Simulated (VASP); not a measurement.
A run of VASP 6.6.1 is set up as follows.

File POSCAR:

```
W
1.0
   -1.5609593379      1.5609593379      1.5609593379
    1.5609593379     -1.5609593379      1.5609593379
    1.5609593379      1.5609593379     -1.5609593379
W
1
Direct
    0.0000000000      0.0000000000      0.0000000000
```

File INCAR.step1:

```
SYSTEM = W
PREC = Accurate
ENCUT = 520
ISMEAR = -1
SIGMA = 0.05
LREAL = .FALSE.
LASPH = .TRUE.
NELM = 100
NBANDS = 13
GGA = PE
ALGO = Normal
EDIFF = 1E-4
LWAVE = .TRUE.
LCHARG = .FALSE.
```

File INCAR.step2:

```
SYSTEM = W
PREC = Accurate
ENCUT = 520
EDIFF = 1E-6
ISMEAR = -1
SIGMA = 0.05
LREAL = .FALSE.
LASPH = .TRUE.
NELM = 100
ALGO = Normal
ISIF = 2
LWAVE = .FALSE.
LCHARG = .FALSE.
METAGGA = R2SCAN
LMIXTAU = .TRUE.
LUSE_VDW = .TRUE.
IVDW_NL = 2
BPARAM = 11.95
CPARAM = 0.0093
NBANDS = 13
ISTART = 1
```

File KPOINTS:

```
Automatic mesh
0
G
  12 12 12
  0 0 0
```

Potentials or basis: VASP PAW PBE potentials, release 64 (W_sv).

Run with:

```console
$ cat potpaw_PBE.64/W_sv/POTCAR > POTCAR
$ cp INCAR.step1 INCAR
$ mpirun -np 1 vasp_std > vasp.out
$ cp INCAR.step2 INCAR
$ mpirun -np 1 vasp_std > vasp.out
```

(1) Predict the band gap on the k mesh.

(2) What does it give for the pressure?

Results:

(1) zero (band 7 reaches 17.54 eV, above the bottom of band 8 at 10.53 eV).

(2) 15.8 GPa.

Caveat: the PAW data sets were made with another functional, which shifts forces and pressure a little; spin-orbit coupling is left out, which moves the levels of the heavy elements.
